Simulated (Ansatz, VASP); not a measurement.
## One calculation of CrO2, two programs

```
Cr O
1.0
     3.58283    0.00000    0.00000
     0.00000    3.58283    0.00000
     0.00000    0.00000    4.20625
Cr O
1 2
Direct
  0.00000 0.00000 0.00000
  0.50000 0.00000 0.00000
  0.00000 0.50000 0.00000
```

Change from the starting cell: ordered vacancies on the anion sites of rhenium trioxide (P4/mmm, No. 123).

Alike in both runs: functional PBE; k mesh 6 × 6 × 4; occupations gaussian, width 0.1 eV; collinear spin.

Ansatz relaxed the structure, and its values are those at the end. VASP's run is a single point on that final structure, the one shown.

|  | VASP | Ansatz |
| --- | --- | --- |
| version | VASP 6.6.1 | Ansatz 0.2.0 |
| potentials or method | VASP PAW PBE potentials, release 64 (Cr_pv, O), cutoff 600 eV | scalar-relativistic, plane waves, PAW |
| valence electrons in the cell | 24 | 26 |

|  | VASP | Ansatz | Ansatz less VASP |
| --- | --- | --- | --- |
| gap on the k mesh at the Fermi level (eV) | none | none | - |
| pressure (GPa) | 0.5 | 0.2 | -0.25 |
| net moment per atom (μB) | 0.67 | 0.67 | 0.000 |
| size of the moment on the site where the two differ most (μB) | 2.15 | 1.64 | -0.507 |

Site moments also hang on the region over which each program counts them. A gap of «none» marks a metal or a gap that the smearing closes. VASP's potentials hold 24 valence electrons a cell and Ansatz's 26, so a difference there can come from the potentials and not from the codes.

The k mesh is coarse, so the values compare programs but aren't converged.
